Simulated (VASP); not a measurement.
Input of a VASP 6.6.1 run:

The input INCAR:

```
  PREC = Accurate
  ENCUT = 520
  EDIFF = 1E-7
  ISMEAR = -1
  SIGMA = 0.15
  LREAL = False
  LASPH = True
  NELM = 100
  ALGO = Normal
  ISIF = 2
  LWAVE = False
  LCHARG = False
  GGA = PS
  IVDW = 12
  NBANDS = 16
```

KPOINTS

```
regular mesh
0
Gamma
  9 9 9
```

File POSCAR:

```
ZrH3
1.0
    3.1260380000      0.0000000000      0.0000000000
    0.0000000000      3.1260380000      0.0000000000
    0.0000000000      0.0000000000      3.1260380000
Zr H
1 3
Direct
    0.0000000000      0.0000000000      0.0000000000
    0.0000000000      0.5000000000      0.5000000000
    0.5000000000      0.0000000000      0.5000000000
    0.5000000000      0.5000000000      0.0000000000
```

Potentials or basis: VASP PAW PBE potentials, release 64 (Zr_sv, H).

Run with:

```console
$ cat potpaw_PBE.64/Zr_sv/POTCAR potpaw_PBE.64/H/POTCAR > POTCAR
$ mpirun -np 1 vasp_std > vasp.out
```

Task: Predict the pressure.

Result: -8.5 GPa.

Task: Predict the dispersion energy per atom.

Result: -0.188 eV.

Caveat: the PAW data sets were made with another functional, which shifts forces and pressure a little; pairwise dispersion overbinds metals, which lowers pressure and volume.
